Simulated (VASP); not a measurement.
Here is a VASP 6.6.1 calculation.

The input INCAR:

```
SYSTEM = Au
PREC = Accurate ; ENCUT = 520
EDIFF = 1E-6 ; ISMEAR = 0
SIGMA = 0.1 ; LREAL = .False.
LASPH = .True. ; NELM = 60
ALGO = Fast ; ISIF = 2
LWAVE = .False. ; LCHARG = .False.
GGA = PS ; NBANDS = 18
```

KPOINTS

```
Automatic mesh
0
Gamma
  16 16 10
  0 0 0
```

Contents of POSCAR:

```
Au
1.0
    1.4209702440     -2.5433574561      0.0000000000
    1.4209702440      2.5433574561      0.0000000000
    0.0000000000      0.0000000000      4.8557338020
Au
2
Direct
    0.6638774340      0.3361225660      0.2500000000
    0.3361225660      0.6638774340      0.7500000000
```

Potentials or basis: VASP PAW PBE potentials, release 64 (Au).

Run with:

```sh
$ cat potpaw_PBE.64/Au/POTCAR > POTCAR
$ mpirun -np 1 vasp_std > vasp.out
```

(1) Estimate the band gap on the k mesh.

(2) Estimate the pressure.

## Answers

(1) zero (band 11 reaches 12.68 eV, above the bottom of band 12 at 6.26 eV).

(2) -4.8 GPa.

Caveat: the PAW data sets were made with another functional, which shifts forces and pressure a little; spin-orbit coupling is left out, which moves the levels of the heavy elements.
